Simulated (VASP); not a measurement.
# ZnSe (F-43m) in VASP: a series of runs

Aim: see how the results for ZnSe move with the level of theory and the settings. Levels: PBE, LDA. Tasks: single point.

Program: VASP 6.6.1. These are calculated values, not measurements. Logs are shortened: lines on timing, memory, paths and dates and some standing lists are left out, and cuts for length are marked.

## (1) The cell of the first run

It takes space group F-43m (No. 216, cubic). Conventional cell: a = 5.665 Å, b = 5.665 Å, c = 5.665 Å, α = 90.00°, β = 90.00°, γ = 90.00°. Zn (site symmetry -43m) has 4 Se at 2.45 Å within 3.2 Å. Within 3.2 Å of Se (site symmetry -43m) lie 4 Zn at 2.45 Å.

## (2) Single point, PBE

INCAR reads:

```
SYSTEM = ZnSe
PREC = Accurate ; ENCUT = 500
EDIFF = 1E-6 ; ISMEAR = 1
SIGMA = 0.016 ; LREAL = .FALSE.
LASPH = .TRUE. ; NELM = 120
ALGO = Normal ; ISIF = 2
LWAVE = .FALSE. ; LCHARG = .FALSE.
GGA = PE ; NBANDS = 16
GGA_COMPAT = .FALSE.
```

KPOINTS reads:

```
Automatic mesh
0
G
  4 4 4
  0 0 0
```

POSCAR reads:

```
ZnSe
1.0
    0.0000000000      2.8324425407      2.8324425407
    2.8324425407      0.0000000000      2.8324425407
    2.8324425407      2.8324425407      0.0000000000
Zn Se
1 1
Direct
    0.0000000000      0.0000000000      0.0000000000
    0.7500000000      0.7500000000      0.7500000000
```

Potentials or basis: VASP PAW PBE potentials, release 64 (Zn, Se).

Command:

```console
$ cat potpaw_PBE.64/Zn/POTCAR potpaw_PBE.64/Se/POTCAR > POTCAR
$ mpirun -np 1 vasp_std > vasp.out
```

OUTCAR:

```text
SYSTEM = ZnSe
   PREC = Accurate
   ENCUT = 500
   EDIFF = 1E-6
   ISMEAR = 1
   LREAL = .FALSE.
   LASPH = .TRUE.
   NELM = 120
   ISIF = 2
   GGA = PE

 ion  position               nearest neighbor table
   1  0.000  0.000  0.000-   2 2.45   2 2.45   2 2.45   2 2.45
   2  0.750  0.750  0.750-   1 2.45   1 2.45   1 2.45   1 2.45

  LATTYP: Found a face centered cubic cell.
 ALAT       =     5.6648850814

  Lattice vectors:

 A1 = (   0.0000000000,   2.8324425407,   2.8324425407)
 A2 = (   2.8324425407,   0.0000000000,   2.8324425407)
 A3 = (   2.8324425407,   2.8324425407,   0.0000000000)

Analysis of symmetry for initial positions (statically):
=====================================================================
 Subroutine PRICEL returns:
 Original cell was already a primitive cell.

 Routine SETGRP: Setting up the symmetry group for a
 face centered cubic supercell.

 Subroutine GETGRP returns: Found 24 space group operations
 (whereof 24 operations were pure point group operations)
 out of a pool of 48 trial point group operations.

The static configuration has the point symmetry T_d .

Analysis of symmetry for dynamics (positions and initial velocities):
=====================================================================
 Subroutine PRICEL returns:
 Original cell was already a primitive cell.

 Routine SETGRP: Setting up the symmetry group for a
 face centered cubic supercell.

 Subroutine GETGRP returns: Found 24 space group operations
 (whereof 24 operations were pure point group operations)
 out of a pool of 48 trial point group operations.

The dynamic configuration has the point symmetry T_d .

 Subroutine INISYM returns: Found 24 space group operations
 (whereof 24 operations are pure point group operations),
 and found     1 'primitive' translations

----------------------------------------------------------------------------------------

                                     Primitive cell

  volume of cell :      45.4478

  direct lattice vectors                    reciprocal lattice vectors
     0.000000000  2.832442541  2.832442541    -0.176526088  0.176526088  0.176526088
     2.832442541  0.000000000  2.832442541     0.176526088 -0.176526088  0.176526088
     2.832442541  2.832442541  0.000000000     0.176526088  0.176526088 -0.176526088

  length of vectors
     4.005678656  4.005678656  4.005678656     0.305752153  0.305752153  0.305752153

  position of ions in fractional coordinates (direct lattice)
     0.000000000  0.000000000  0.000000000
     0.750000000  0.750000000  0.750000000

  ion indices of the primitive-cell ions
   primitive index   ion index
                 1           1
                 2           2

----------------------------------------------------------------------------------------

 KPOINTS: Automatic mesh

Automatic generation of k-mesh.
 Grid dimensions read from file:
 generate k-points for:    4    4    4

 Generating k-lattice:

  Cartesian coordinates                     Fractional coordinates (reciprocal lattice)
    -0.044131522  0.044131522  0.044131522     0.250000000  0.000000000  0.000000000
     0.044131522 -0.044131522  0.044131522     0.000000000  0.250000000  0.000000000
     0.044131522  0.044131522 -0.044131522     0.000000000  0.000000000  0.250000000

  Length of vectors
     0.076438038  0.076438038  0.076438038

  Shift w.r.t. Gamma in fractional coordinates (k-lattice)
     0.000000000  0.000000000  0.000000000

 Subroutine IBZKPT returns following result:
 ===========================================

 Found      8 irreducible k-points:

 Following reciprocal coordinates:
            Coordinates               Weight
  0.000000  0.000000  0.000000      1.000000
  0.250000  0.000000  0.000000      8.000000
  0.500000  0.000000  0.000000      4.000000
  0.250000  0.250000  0.000000      6.000000
  0.500000  0.250000  0.000000     24.000000
 -0.250000  0.250000  0.000000     12.000000
  0.500000  0.500000  0.000000      3.000000
 -0.250000  0.500000  0.250000      6.000000
   k-points           NKPTS =      8   k-points in BZ     NKDIM =      8   number of bands    NBANDS=     16
   number of dos      NEDOS =    301   number of ions     NIONS =      2
   total plane-waves  NPLWV =  27000
   dimension x,y,z NGX =    30 NGY =   30 NGZ =   30
   dimension x,y,z NGXF=    60 NGYF=   60 NGZF=   60
   ions per type =               1   1
   NGX,Y,Z   is equivalent  to a cutoff of  12.45, 12.45, 12.45 a.u.
   NGXF,Y,Z  is equivalent  to a cutoff of  24.90, 24.90, 24.90 a.u.
 SYSTEM =  ZnSe
   PREC   = accura    normal or accurate (medium, high low for compatibility)
   ISTART =      0    job   : 0-new  1-cont  2-samecut
   ICHARG =      2    charge: 1-file 2-atom 10-const
   ISPIN  =      1    spin polarized calculation?
   LNONCOLLINEAR =      F non collinear calculations
   LSORBIT =      F    spin-orbit coupling
   LASPH  =      T    aspherical Exc in radial PAW
   ENCUT  =  500.0 eV  36.75 Ry    6.06 a.u.   7.30  7.30  7.30*2*pi/ulx,y,z
   NELM   =    120;   NELMIN=  2; NELMDL= -5     # of ELM steps
   EDIFF  = 0.1E-05   stopping-criterion for ELM
   LREAL  =      F    real-space projection
   EDIFFG = 0.1E-04   stopping-criterion for IOM
   NSW    =      0    number of steps for IOM
   IBRION =     -1    ionic relax: 0-MD 1-quasi-New 2-CG
   NFREE  =      0    steps in history (QN), initial steepest desc. (CG)
   ISIF   =      2    stress and relaxation
   ISYM   =      2    0-nonsym 1-usesym 2-fastsym
   POTIM  = 0.5000    time-step for ionic-motion
   TEBEG  =    0.0;   TEEND  =   0.0 temperature during run
   PSTRESS=    0.0 pullay stress
   NELECT =      18.0000    total number of electrons
   NUPDOWN=      -1.0000    fix difference up-down
   EMIN   =  10.00;   EMAX   =-10.00  energy-range for DOS
   EFERMI =   0.00;   METHOD = LEGACY
   ISMEAR =     1;   SIGMA  =   0.02  broadening in eV -4-tet -1-fermi 0-gaus
   EFERMI_NEDOS =   21; number of points for ismear=-14 and -15
   IALGO  =     38    algorithm
   IMIX   =      4    mixing-type and parameters
     AMIX     =   0.40;   BMIX     =  1.00
     AMIX_MAG =   1.60;   BMIX_MAG =  1.00
  volume/ion in A,a.u.               =      22.72       153.35
  Fermi-wavevector in a.u.,A,eV,Ry     =   1.202249  2.271922 19.665909  1.445404
  Thomas-Fermi vector in A             =   2.338036
   LORBIT       =      0    0 simple, 1 ext, 2 COOP (PROOUT), +10 PAW based schemes
   GGA     = PE    functional components
   LHFCALC =     F    Hartree Fock is set to
   AEXX    =    0.0000 exact exchange contribution
   IVDW    =     0    specifies the selected vdW correction
   LEPSILON=     F    determine dielectric tensor
   LRPA    =     F    only Hartree local field effects (RPA)
 non-spin polarized calculation
 Methfessel and Paxton  Order N= 1 SIGMA  =   0.02
  energy-cutoff  :      500.00
  volume of cell :       45.45
 maximum number of plane-waves:      1174
 NGX is ok and might be reduce to    30
   NGX = 15   NGY = 15   NGZ = 15

 number of electron      18.0000011 magnetization

 Free energy of the ion-electron system (eV)
  ---------------------------------------------------
  ext. energy  EPLUGINS =         0.00000000
  ---------------------------------------------------
  free energy    TOTEN  =        -5.95186191 eV

  energy without entropy =       -5.95190539  energy(sigma->0) =       -5.95187640

 E-fermi :   1.6699     XC(G=0):  -9.3138

 val. band max:        1.6564283374   @ k =   0.0000   0.0000   0.0000
 cond. band min:       2.9399303142   @ k =   0.0000   0.0000   0.0000
 fundamental gap:      1.2835019769
 Fermi energy:         1.6698983939

 k-point     1 :       0.0000    0.0000    0.0000
  band No.  band energies     occupation
      1     -11.6074      2.00000
      2      -4.9242      2.00000
      3      -4.9242      2.00000
      4      -4.9242      2.00000
      5      -4.5562      2.00000
      6      -4.5562      2.00000
      7       1.6564      2.00000
      8       1.6564      2.00000
      9       1.6564      2.00000
     10       2.9399      0.00000
     11       7.4339      0.00000
     12       7.4339      0.00000
     13       7.4339      0.00000
     14      11.5767      0.00000
     15      13.1022      0.00000
     16      13.1022      0.00000

 k-point     2 :       0.2500    0.0000    0.0000
  band No.  band energies     occupation
      1     -11.2427      2.00000
      2      -4.8736      2.00000
      3      -4.8736      2.00000
      4      -4.8616      2.00000
      5      -4.5561      2.00000
      6      -4.5560      2.00000
      7      -1.4052      2.00000
      8       1.1764      2.00000
      9       1.1764      2.00000
     10       4.3932      0.00000
     11       8.0683      0.00000
     12       8.0683      0.00000
     13       8.2209      0.00000
     14      12.0824      0.00000
     15      12.0824      0.00000
     16      12.3650      0.00000

 k-point     3 :       0.5000    0.0000    0.0000
  band No.  band energies     occupation
      1     -10.8121      2.00000
      2      -4.8369      2.00000
      3      -4.8369      2.00000
      4      -4.5376      2.00000
      5      -4.5376      2.00000
      6      -4.3957      2.00000
      7      -3.5938      2.00000
      8       0.7835      2.00000
      9       0.7835      2.00000
     10       4.1849      0.00000
     11       8.0152      0.00000
     12       8.0152      0.00000
     13      10.2319      0.00000
     14      12.6310      0.00000
     15      14.7536      0.00000
     16      14.7536      0.00000

 k-point     4 :       0.2500    0.2500    0.0000
  band No.  band energies     occupation
      1     -11.1202      2.00000
      2      -4.9341      2.00000
      3      -4.8135      2.00000
      4      -4.8135      2.00000
      5      -4.5815      2.00000
      6      -4.5320      2.00000
      7      -1.2366      2.00000
      8       0.3985      2.00000
      9       0.3985      2.00000
     10       5.5607      0.00000
     11       5.6765      0.00000
     12       9.6682      0.00000
     13       9.6682      0.00000
     14       9.9124      0.00000
     15      13.9684      0.00000
     16      15.4350      0.00000

 k-point     5 :       0.5000    0.2500    0.0000
  band No.  band energies     occupation
      1     -10.6859      2.00000
      2      -4.8404      2.00000
      3      -4.7549      2.00000
      4      -4.6567      2.00000
      5      -4.5289      2.00000
      6      -4.4130      2.00000
      7      -2.9635      2.00000
      8      -0.8004      2.00000
      9       0.0569      2.00000
     10       5.3903      0.00000
     11       7.2442      0.00000
     12       9.1885      0.00000
     13       9.9738      0.00000
     14      12.6902      0.00000
     15      14.9215      0.00000
     16      15.7756      0.00000

 k-point     6 :      -0.2500    0.2500    0.0000
  band No.  band energies     occupation
      1     -10.8318      2.00000
      2      -4.8252      2.00000
      3      -4.8074      2.00000
      4      -4.6693      2.00000
      5      -4.5680      2.00000
      6      -4.5058      2.00000
      7      -2.5056      2.00000
      8      -0.8979      2.00000
      9       0.7411      2.00000
     10       5.7852      0.00000
     11       8.0286      0.00000
     12       8.4700      0.00000
     13       8.9483      0.00000
     14      11.4997      0.00000
     15      13.6397      0.00000
     16      15.7552      0.00000

 k-point     7 :       0.5000    0.5000    0.0000
  band No.  band energies     occupation
      1     -10.5417      2.00000
      2      -4.8923      2.00000
      3      -4.6714      2.00000
      4      -4.6714      2.00000
      5      -4.5077      2.00000
      6      -4.3748      2.00000
      7      -3.1206      2.00000
      8      -0.5407      2.00000
      9      -0.5407      2.00000
     10       4.6171      0.00000
     11       5.0990      0.00000
     12      12.4098      0.00000
     13      12.8992      0.00000
     14      12.8992      0.00000
     15      15.5781      0.00000
     16      16.0789      0.00000

 k-point     8 :      -0.2500    0.5000    0.2500
  band No.  band energies     occupation
      1     -10.5367      2.00000
      2      -4.8071      2.00000
      3      -4.7177      2.00000
      4      -4.5883      2.00000
      5      -4.5855      2.00000
      6      -4.2532      2.00000
      7      -3.0506      2.00000
      8      -1.1220      2.00000
      9      -1.0214      2.00000
     10       7.1263      0.00000
     11       7.2041      0.00000
     12       8.6063      0.00000
     13       9.3511      0.00000
     14      13.3764      0.00000
     15      15.4181      0.00000
     16      15.7528      0.00000

------------------------ aborting loop because EDIFF is reached ----------------------------------------

  FORCE on cell =-STRESS in cart. coord.  units (eV):
  Direction    XX          YY          ZZ          XY          YZ          ZX
  --------------------------------------------------------------------------------------
  -------------------------------------------------------------------------------------
  Total        0.7880438      0.7880438      0.7880438     -0.0000000     -0.0000000      0.0000000
  in kB       27.7809833     27.7809833     27.7809833     -0.0000000     -0.0000000      0.0000000
  external PRESSURE =      27.7809833 kB  Pullay stress =       0.0000000 kB

 VOLUME and BASIS-vectors are now :
 -----------------------------------------------------------------------------
  energy-cutoff  :      500.00
  volume of cell :       45.45
      direct lattice vectors                 reciprocal lattice vectors
     0.000000000  2.832442541  2.832442541    -0.176526088  0.176526088  0.176526088
     2.832442541  0.000000000  2.832442541     0.176526088 -0.176526088  0.176526088
     2.832442541  2.832442541  0.000000000     0.176526088  0.176526088 -0.176526088

 POSITION                                       TOTAL-FORCE (eV/Angst)
 -----------------------------------------------------------------------------------
      0.00000      0.00000      0.00000         0.000000      0.000000      0.000000
      4.24866      4.24866      4.24866        -0.000000     -0.000000     -0.000000
 -----------------------------------------------------------------------------------
    total drift:                                0.000000      0.000000      0.000000

  FREE ENERGIE OF THE ION-ELECTRON SYSTEM (eV)
  ---------------------------------------------------
  free  energy   TOTEN  =        -5.9518619076 eV

  energy  without entropy=       -5.9519053919  energy(sigma->0) =       -5.95187640
```

Run time: 9.2 s. Hardware: 1 thread of AMD EPYC 7R13, shared host; peak memory 0.16 GiB.

What came out:

- Free energy: -5.9519 eV
- Pressure: 2.8 GPa
- Band gap on the k mesh: 1.28 eV, direct

Caveat: the k points lie up to 0.48 Å⁻¹ apart. Expect the measured gap to be larger: semilocal functionals such as PBE lack the derivative discontinuity.

[end of part 1 of 2]
